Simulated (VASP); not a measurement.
Here is a VASP 6.6.1 calculation.

The input POSCAR:

```
BAs
1.0
    2.1275493300      0.0000000000      0.0000000000
    0.0000000000      3.1740629400      0.0000000000
    0.0000000000      0.0000000000      4.9509801800
B As
1 1
Direct
    0.0000000000      0.5000000000      0.0000000000
    0.5000000000      0.5000000000      0.5000000000
```

INCAR.step1

```
ALGO = Normal
EDIFF = 1E-4
ENCUT = 520
GGA = PE
GGA_COMPAT = False
ISMEAR = -1
LASPH = True
LCHARG = False
LREAL = False
LSORBIT = True
LWAVE = True
MAGMOM = 0 0 0 0 0 0
NBANDS = 20
NELM = 150
PREC = Accurate
SIGMA = 0.05
```

INCAR.step2

```
ALGO = Normal
EDIFF = 1E-6
ENCUT = 520
GGA_COMPAT = False
ISIF = 2
ISMEAR = -1
ISTART = 1
LASPH = True
LCHARG = False
LMIXTAU = True
LORBIT = 11
LORBMOM = True
LREAL = False
LSORBIT = True
LWAVE = False
MAGMOM = 0 0 0 0 0 0
METAGGA = R2SCAN
NBANDS = 20
NELM = 150
PREC = Accurate
SIGMA = 0.05
```

Contents of KPOINTS:

```
k-points
0
Gamma
  9 6 5
```

Potentials or basis: VASP PAW PBE potentials, release 64 (B, As).

Run with:

```bash
$ cat potpaw_PBE.64/B/POTCAR potpaw_PBE.64/As/POTCAR > POTCAR
$ cp INCAR.step1 INCAR
$ mpirun -np 1 vasp_ncl > vasp.out
$ cp INCAR.step2 INCAR
$ mpirun -np 1 vasp_ncl > vasp.out
```

Problem. Estimate the pressure.

Solution. 4.1 GPa.

Problem. Estimate the net moment.

Solution. 0.00 μB per cell.

Stress tensor (GPa, compression positive):
```
24.49  0.00  0.00
 0.00 -7.29  0.00
 0.00  0.00 -5.04
```

Caveat: the stress differs along the axes, from -7 to 24 GPa; the PAW data sets were made with another functional, which shifts forces and pressure a little.
